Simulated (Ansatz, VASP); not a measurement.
## Sn in VASP and in Ansatz

```
Sn
1.0
     0.00000    3.23808    3.23808
     3.23808    0.00000    3.23808
     3.23808    3.23808    0.00000
Sn
2
Direct
  0.50000 0.50000 0.50000
  0.75000 0.75000 0.75000
```

Alike in both runs: task single point; functional LDA; k mesh 9 × 9 × 9; no spin polarisation.

```csv
,VASP,Ansatz
version,VASP 6.6.1,Ansatz 0.2.0
potentials or method,"VASP PAW LDA potentials, release 64 (Sn_d), cutoff 520 eV","plane waves (420 eV) with PAW, scalar-relativistic"
occupations,"methfessel-paxton of order 1, width 0.1 eV","cold, width 0.1 eV"
valence electrons in the cell,28,28
```

|  | VASP | Ansatz | Ansatz less VASP |
| --- | --- | --- | --- |
| pressure (GPa) | -0.1 | -0.1 | +0.01 |

Ansatz warns that its potentials were made for another functional, while VASP's fit it. LDA's correlation is that of Perdew and Zunger in VASP and of Perdew and Wang (1992) in Ansatz.
